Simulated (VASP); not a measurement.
# GaN (km) (P6_3mc) in VASP: single point with PBEsol

Aim: the single point of GaN (km) with PBEsol.

Program: VASP 6.6.1. These are calculated values, not measurements. Logs are shortened: lines on timing, memory, paths and dates and some standing lists are left out, and cuts for length are marked.

## (1) The cell of the first run

It takes space group P6_3mc (No. 186, hexagonal). The conventional cell has a = 3.183 Å, b = 3.183 Å, c = 5.186 Å, α = 90.00°, β = 90.00°, γ = 120.00°. Ga (site symmetry 3m) has 4 N at 1.95 Å within 2.6 Å. N (site symmetry 3m) has 4 Ga at 1.95 Å within 2.6 Å.

## (2) Single point, PBEsol

File INCAR:

```
SYSTEM = GaN
ALGO = Normal
EDIFF = 1E-6
ENCUT = 600
GGA = PS
GGA_COMPAT = .FALSE.
ISIF = 2
ISMEAR = 0
LASPH = .TRUE.
LCHARG = .FALSE.
LREAL = .FALSE.
LWAVE = .FALSE.
NBANDS = 26
NELM = 120
PREC = Accurate
SIGMA = 0.02
```

File KPOINTS:

```
k-points
0
G
  6 6 4
  0 0 0
```

File POSCAR:

```
GaN
1.0
    3.1828215298      0.0000000000      0.0000000000
   -1.5914107649      2.7564043006      0.0000000000
    0.0000000000      0.0000000000      5.1856745430
Ga N
2 2
Direct
    0.3333333333      0.6666666667      0.0001943565
    0.6666666667      0.3333333333      0.5001943565
    0.3333333333      0.6666666667      0.3768056435
    0.6666666667      0.3333333333      0.8768056435
```

Potentials or basis: VASP PAW PBE potentials, release 64 (Ga_d, N).

On the command line:

```console
$ cat potpaw_PBE.64/Ga_d/POTCAR potpaw_PBE.64/N/POTCAR > POTCAR
$ mpirun -np 1 vasp_std > vasp.out
```

OUTCAR:

```text
SYSTEM = GaN
   EDIFF = 1E-6
   ENCUT = 600
   GGA = PS
   ISIF = 2
   ISMEAR = 0
   LASPH = .TRUE.
   LREAL = .FALSE.
   NELM = 120
   PREC = Accurate

 ion  position               nearest neighbor table
   1  0.333  0.667  0.000-   4 1.95   4 1.95   4 1.95   3 1.95
   2  0.667  0.333  0.500-   3 1.95   3 1.95   3 1.95   4 1.95
   3  0.333  0.667  0.377-   2 1.95   2 1.95   2 1.95   1 1.95
   4  0.667  0.333  0.877-   1 1.95   1 1.95   1 1.95   2 1.95

  LATTYP: Found a hexagonal cell.
 ALAT       =     3.1828215298
 C/A-ratio  =     1.6292696573

  Lattice vectors:

 A1 = (   3.1828215298,   0.0000000000,   0.0000000000)
 A2 = (  -1.5914107649,   2.7564043006,   0.0000000000)
 A3 = (   0.0000000000,   0.0000000000,   5.1856745430)

Analysis of symmetry for initial positions (statically):
=====================================================================
 Subroutine PRICEL returns:
 Original cell was already a primitive cell.

 Routine SETGRP: Setting up the symmetry group for a
 hexagonal supercell.

 Subroutine GETGRP returns: Found 12 space group operations
 (whereof  6 operations were pure point group operations)
 out of a pool of 24 trial point group operations.

The static configuration has the point symmetry C_3v.
 The point group associated with its full space group is C_6v.

Analysis of symmetry for dynamics (positions and initial velocities):
=====================================================================
 Subroutine PRICEL returns:
 Original cell was already a primitive cell.

 Routine SETGRP: Setting up the symmetry group for a
 hexagonal supercell.

 Subroutine GETGRP returns: Found 12 space group operations
 (whereof  6 operations were pure point group operations)
 out of a pool of 24 trial point group operations.

The dynamic configuration has the point symmetry C_3v.
 The point group associated with its full space group is C_6v.

 Subroutine INISYM returns: Found 12 space group operations
 (whereof  6 operations are pure point group operations),
 and found     1 'primitive' translations

----------------------------------------------------------------------------------------

                                     Primitive cell

  volume of cell :      45.4947

  direct lattice vectors                    reciprocal lattice vectors
     3.182821530  0.000000000  0.000000000     0.314186639  0.181395741  0.000000000
    -1.591410765  2.756404301  0.000000000     0.000000000  0.362791482  0.000000000
     0.000000000  0.000000000  5.185674543     0.000000000  0.000000000  0.192838943

  length of vectors
     3.182821530  3.182821530  5.185674543     0.362791482  0.362791482  0.192838943

  position of ions in fractional coordinates (direct lattice)
     0.333333333  0.666666667  0.000194357
     0.666666667  0.333333333  0.500194357
     0.333333333  0.666666667  0.376805643
     0.666666667  0.333333333  0.876805643

  ion indices of the primitive-cell ions
   primitive index   ion index
                 1           1
                 2           2
                 3           3
                 4           4

----------------------------------------------------------------------------------------

 KPOINTS: k-points

Automatic generation of k-mesh.
 Grid dimensions read from file:
 generate k-points for:    6    6    4

 Generating k-lattice:

  Cartesian coordinates                     Fractional coordinates (reciprocal lattice)
     0.052364440  0.030232623  0.000000000     0.166666667  0.000000000  0.000000000
     0.000000000  0.060465247  0.000000000     0.000000000  0.166666667  0.000000000
     0.000000000  0.000000000  0.048209736     0.000000000  0.000000000  0.250000000

  Length of vectors
     0.060465247  0.060465247  0.048209736

  Shift w.r.t. Gamma in fractional coordinates (k-lattice)
     0.000000000  0.000000000  0.000000000

 Subroutine IBZKPT returns following result:
 ===========================================

 Found     21 irreducible k-points:

 Following reciprocal coordinates:
            Coordinates               Weight
  0.000000  0.000000  0.000000      1.000000
  0.166667  0.000000  0.000000      6.000000
  0.333333  0.000000  0.000000      6.000000
  0.500000  0.000000  0.000000      3.000000
  0.166667  0.166667  0.000000      6.000000
  0.333333  0.166667  0.000000     12.000000
[... 13 lines left out ...]
  0.333333  0.166667  0.500000     12.000000
  0.333333  0.333333  0.500000      2.000000
   k-points           NKPTS =     21   k-points in BZ     NKDIM =     21   number of bands    NBANDS=     26
   number of dos      NEDOS =    301   number of ions     NIONS =      4
   total plane-waves  NPLWV =  32928
   dimension x,y,z NGX =    28 NGY =   28 NGZ =   42
   dimension x,y,z NGXF=    56 NGYF=   56 NGZF=   84
   ions per type =               2   2
   NGX,Y,Z   is equivalent  to a cutoff of  14.63, 14.63, 13.46 a.u.
   NGXF,Y,Z  is equivalent  to a cutoff of  29.25, 29.25, 26.93 a.u.
 SYSTEM =  GaN
   PREC   = accura    normal or accurate (medium, high low for compatibility)
   ISTART =      0    job   : 0-new  1-cont  2-samecut
   ICHARG =      2    charge: 1-file 2-atom 10-const
   ISPIN  =      1    spin polarized calculation?
   LNONCOLLINEAR =      F non collinear calculations
   LSORBIT =      F    spin-orbit coupling
   LASPH  =      T    aspherical Exc in radial PAW
   ENCUT  =  600.0 eV  44.10 Ry    6.64 a.u.   6.36  6.36 10.36*2*pi/ulx,y,z
   NELM   =    120;   NELMIN=  2; NELMDL= -5     # of ELM steps
   EDIFF  = 0.1E-05   stopping-criterion for ELM
   LREAL  =      F    real-space projection
   EDIFFG = 0.1E-04   stopping-criterion for IOM
   NSW    =      0    number of steps for IOM
   IBRION =     -1    ionic relax: 0-MD 1-quasi-New 2-CG
   NFREE  =      0    steps in history (QN), initial steepest desc. (CG)
   ISIF   =      2    stress and relaxation
   ISYM   =      2    0-nonsym 1-usesym 2-fastsym
   POTIM  = 0.5000    time-step for ionic-motion
   TEBEG  =    0.0;   TEEND  =   0.0 temperature during run
   PSTRESS=    0.0 pullay stress
   NELECT =      36.0000    total number of electrons
   NUPDOWN=      -1.0000    fix difference up-down
   EMIN   =  10.00;   EMAX   =-10.00  energy-range for DOS
   EFERMI =   0.00;   METHOD = LEGACY
   ISMEAR =     0;   SIGMA  =   0.02  broadening in eV -4-tet -1-fermi 0-gaus
   EFERMI_NEDOS =   21; number of points for ismear=-14 and -15
   IALGO  =     38    algorithm
   IMIX   =      4    mixing-type and parameters
     AMIX     =   0.40;   BMIX     =  1.00
     AMIX_MAG =   1.60;   BMIX_MAG =  1.00
  volume/ion in A,a.u.               =      11.37        76.75
  Fermi-wavevector in a.u.,A,eV,Ry     =   1.514220  2.861460 31.196265  2.292861
  Thomas-Fermi vector in A             =   2.623906
   LORBIT       =      0    0 simple, 1 ext, 2 COOP (PROOUT), +10 PAW based schemes
   GGA     = PS    functional components
   LHFCALC =     F    Hartree Fock is set to
   AEXX    =    0.0000 exact exchange contribution
   IVDW    =     0    specifies the selected vdW correction
   LEPSILON=     F    determine dielectric tensor
   LRPA    =     F    only Hartree local field effects (RPA)
 non-spin polarized calculation
 Gauss-broadening in eV      SIGMA  =   0.02
  energy-cutoff  :      600.00
  volume of cell :       45.49
 maximum number of plane-waves:      1536
 NGX is ok and might be reduce to    28
   NGX = 13   NGY = 13   NGZ = 21

 number of electron      35.9999995 magnetization

 Free energy of the ion-electron system (eV)
  ---------------------------------------------------
  ext. energy  EPLUGINS =         0.00000000
  ---------------------------------------------------
  free energy    TOTEN  =       -26.26736996 eV

  energy without entropy =      -26.26736996  energy(sigma->0) =      -26.26736996

 E-fermi :   5.3737     XC(G=0): -11.9269

 val. band max:        5.2369700047   @ k =   0.0000   0.0000   0.0000
 cond. band min:       7.1281299537   @ k =   0.0000   0.0000   0.0000
 fundamental gap:      1.8911599491
 Fermi energy:         5.3737209762

 k-point     1 :       0.0000    0.0000    0.0000
  band No.  band energies     occupation
      1     -10.7802      2.00000
      2      -9.8122      2.00000
      3      -8.1716      2.00000
      4      -8.1556      2.00000
      5      -8.1556      2.00000
      6      -8.0928      2.00000
[... 18 lines left out ...]
     25      16.8861      0.00000
     26      16.8861      0.00000

 k-point     2 :       0.1667    0.0000    0.0000
  band No.  band energies     occupation
      1     -10.5158      2.00000
      2      -9.7471      2.00000
      3      -8.1407      2.00000
      4      -8.1200      2.00000
      5      -8.0777      2.00000
      6      -8.0467      2.00000
[... 18 lines left out ...]
     25      16.5381      0.00000
     26      17.4045      0.00000

 k-point     3 :       0.3333    0.0000    0.0000
  band No.  band energies     occupation
      1     -10.0212      2.00000
      2      -9.6587      2.00000
      3      -8.1026      2.00000
      4      -8.0822      2.00000
      5      -8.0001      2.00000
      6      -7.9373      2.00000
[... 18 lines left out ...]
     25      16.7207      0.00000
     26      18.3300      0.00000

 k-point     4 :       0.5000    0.0000    0.0000
  band No.  band energies     occupation
      1      -9.8236      2.00000
      2      -9.6350      2.00000
      3      -8.1066      2.00000
      4      -8.0799      2.00000
      5      -7.9814      2.00000
      6      -7.9392      2.00000
[... 18 lines left out ...]
     25      17.5451      0.00000
     26      18.4973      0.00000
[... 409 lines left out ...]
      1      -9.8188      2.00000
      2      -9.8188      2.00000
      3      -8.0686      2.00000
      4      -8.0686      2.00000
      5      -8.0427      2.00000
      6      -8.0427      2.00000
[... 18 lines left out ...]
     25      16.9167      0.00000
     26      16.9167      0.00000

 k-point    20 :       0.3333    0.1667    0.5000
  band No.  band energies     occupation
      1      -9.6715      2.00000
      2      -9.6715      2.00000
      3      -8.0723      2.00000
      4      -8.0723      2.00000
      5      -8.0005      2.00000
      6      -8.0005      2.00000
[... 18 lines left out ...]
     25      17.5810      0.00000
     26      17.5810      0.00000

 k-point    21 :       0.3333    0.3333    0.5000
  band No.  band energies     occupation
      1      -9.6314      2.00000
      2      -9.6314      2.00000
      3      -8.0341      2.00000
      4      -8.0341      2.00000
      5      -8.0172      2.00000
      6      -8.0172      2.00000
[... 18 lines left out ...]
     25      19.0905      0.00000
     26      19.0907      0.00000

------------------------ aborting loop because EDIFF is reached ----------------------------------------

  FORCE on cell =-STRESS in cart. coord.  units (eV):
  Direction    XX          YY          ZZ          XY          YZ          ZX
  --------------------------------------------------------------------------------------
  -------------------------------------------------------------------------------------
  Total       -0.1222524     -0.1222524     -0.1267824      0.0000000     -0.0000000      0.0000000
  in kB       -4.3053417     -4.3053417     -4.4648715      0.0000000     -0.0000000      0.0000000
  external PRESSURE =      -4.3585183 kB  Pullay stress =       0.0000000 kB

 VOLUME and BASIS-vectors are now :
 -----------------------------------------------------------------------------
  energy-cutoff  :      600.00
  volume of cell :       45.49
      direct lattice vectors                 reciprocal lattice vectors
     3.182821530  0.000000000  0.000000000     0.314186639  0.181395741  0.000000000
    -1.591410765  2.756404301  0.000000000     0.000000000  0.362791482  0.000000000
     0.000000000  0.000000000  5.185674543     0.000000000  0.000000000  0.192838943

 POSITION                                       TOTAL-FORCE (eV/Angst)
 -----------------------------------------------------------------------------------
     -0.00000      1.83760      0.00101        -0.000000      0.000000     -0.000833
      1.59141      0.91880      2.59385         0.000000     -0.000000     -0.000833
     -0.00000      1.83760      1.95399        -0.000000      0.000000      0.000833
      1.59141      0.91880      4.54683         0.000000     -0.000000      0.000833
 -----------------------------------------------------------------------------------
    total drift:                               -0.000000     -0.000000     -0.000067

  FREE ENERGIE OF THE ION-ELECTRON SYSTEM (eV)
  ---------------------------------------------------
  free  energy   TOTEN  =       -26.2673699554 eV

  energy  without entropy=      -26.2673699554  energy(sigma->0) =      -26.26736996
```

Wall time 44 s (1 thread of AMD EPYC 7R43 (Zen 3), shared host); peak memory 0.15 GiB.

What came out:

```
Free energy            : -26.2674 eV
Pressure               : -0.4 GPa
Band gap on the k mesh : 1.89 eV, direct
```

Levels at points of the mesh, in eV from the valence-band top:
```
           k point  band 14  band 15  band 16  band 17  band 18  band 19  band 20  band 21  band 22  band 23
(0.00, 0.00, 0.00)    -1.05    -1.05    -0.04     0.00     0.00     1.89     4.21     9.11     9.82     9.82
(0.50, 0.00, 0.00)    -5.35    -4.27    -2.79    -2.26    -1.01     4.94     5.51     5.95     8.57    10.28
(0.00, 0.00, 0.50)    -3.88    -0.54    -0.54    -0.54    -0.54     4.22     4.22     8.38     8.38    10.34
(0.50, 0.00, 0.50)    -6.69    -1.97    -1.97    -1.92    -1.92     4.30     4.30     7.70     7.70     9.88
```

Caveat: the PAW data sets were made with another functional, which shifts forces and pressure a little. PBEsol gaps usually lie below the measured ones, often by a third to a half.
